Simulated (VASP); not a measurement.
A run of VASP 6.6.1 is set up as follows.

The input INCAR:

```
  ALGO = Normal
  EDIFF = 1E-7
  ENCUT = 520
  GGA = PS
  ISIF = 2
  ISMEAR = 1
  LASPH = T
  LCHARG = F
  LREAL = F
  LWAVE = F
  NBANDS = 38
  NELM = 80
  PREC = Accurate
  SIGMA = 0.05
```

The input KPOINTS:

```
k-points
0
Gamma
  9 9 3
```

POSCAR

```
Rh
1.0
    2.6917450000      0.0000000000      0.0000000000
   -1.3458720000      2.3311190000      0.0000000000
    0.0000000000      0.0000000000      8.7980700000
Rh
4
Direct
    0.0000000000      0.0000000000      0.0000000000
    0.3333333333      0.6666666667      0.2500000000
    0.0000000000      0.0000000000      0.5000000000
    0.6666666667      0.3333333333      0.7500000000
```

Potentials or basis: VASP PAW PBE potentials, release 64 (Rh_pv).

Launch:

```bash
$ cat potpaw_PBE.64/Rh_pv/POTCAR > POTCAR
$ mpirun -np 1 vasp_std > vasp.out
```

Q: What does it give for the band gap on the k mesh?

A: Zero (band 30 reaches 12.29 eV, above the bottom of band 31 at 10.68 eV).

Q: Predict the pressure.

A: -5.9 GPa.

Stress tensor (GPa, compression positive):
```
-5.54  0.00  0.00
 0.00 -5.54  0.00
 0.00  0.00 -6.57
```

Caveat: the PAW data sets were made with another functional, which shifts forces and pressure a little.
